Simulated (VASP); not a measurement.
Input of a VASP 6.6.1 run:

Contents of POSCAR:

```
Al
1.0
    4.4628699960      0.0000000000      0.0000000000
   -2.2314349980      3.8649587903      0.0000000000
    0.0000000000      0.0000000000      2.8220923648
Al
2
Direct
    0.3333333333      0.6666666667      0.0000000000
    0.6666666667      0.3333333333      0.0000000000
```

File INCAR.step1:

```
SYSTEM = Al
  ALGO = Normal
  EDIFF = 1E-5
  ENCUT = 520
  GGA = PE
  ISIF = 2
  ISMEAR = -1
  LASPH = .True.
  LREAL = .False.
  LWAVE = .True.
  NBANDS = 10
  NELM = 60
  PREC = Accurate
  SIGMA = 0.05
```

File INCAR.step2:

```
SYSTEM = Al
  AEXX = 0.25
  ALGO = Normal
  EDIFF = 1E-6
  ENCUT = 520
  GGA = PS
  HFSCREEN = 0.207
  ISIF = 2
  ISMEAR = -1
  ISTART = 1
  LASPH = .True.
  LCHARG = .True.
  LELF = .True.
  LHFCALC = .True.
  LREAL = .False.
  LVHAR = .True.
  LWAVE = .False.
  NBANDS = 10
  NELM = 60
  PREC = Accurate
  PRECFOCK = Normal
  SIGMA = 0.05
```

The input KPOINTS:

```
k-points
0
Gamma
  4 4 5
  0 0 0
```

Potentials or basis: VASP PAW PBE potentials, release 64 (Al).

Launch:

```sh
$ cat potpaw_PBE.64/Al/POTCAR > POTCAR
$ cp INCAR.step1 INCAR
$ mpirun -np 1 vasp_std > vasp.out
$ cp INCAR.step2 INCAR
$ mpirun -np 1 vasp_std > vasp.out
```

Question: What does it give for the band gap on the k mesh?

Answer: Zero (bands 3 and 4 overlap by 2.27 eV).

Question: Predict the pressure.

Answer: -0.1 GPa.

Stress tensor (GPa, compression positive):
```
-0.10  0.00  0.00
 0.00 -0.10  0.00
 0.00  0.00  0.05
```

Caveat: the k points lie up to 0.45 Å⁻¹ apart, too coarse for converged energies and pressures of a metal; the PAW data sets were made with another functional, which shifts forces and pressure a little.
